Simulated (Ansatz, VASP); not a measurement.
## Two plane-wave programs on ScAl3

```
Sc Al
1.0
     4.08781    0.00000    0.00000
     0.00000    4.08781    0.00000
     0.00000    0.00000    4.08781
Sc Al
1 3
Direct
  0.00000 0.00000 0.00000
  0.50000 0.50000 0.00000
  0.00000 0.50000 0.50000
  0.50000 0.00000 0.50000
```

Alike in both runs: functional PBEsol; k mesh 4 × 4 × 4; occupations fermi-dirac, width 0.05 eV; no spin polarisation.

|  | VASP | Ansatz |
| --- | --- | --- |
| version | VASP 6.6.1 | Ansatz 0.2.0 |
| potentials or method | VASP PAW PBE potentials, release 64 (Sc_sv, Al) | Ansatz PAW |
| plane-wave cutoff (eV) | 520 | 420 |
| valence electrons in the cell | 20 | 20 |
| task | single point | projected density of states |

```csv
,VASP,Ansatz,Ansatz less VASP
gap on the k mesh at the Fermi level (eV),none,none,-
pressure (GPa),-0.8,-0.9,-0.06
```

VASP's potentials were made for PBE, not for PBEsol. A gap of «none» marks a metal or a gap that the smearing closes.

The k mesh is coarse, so the values compare programs but aren't converged.
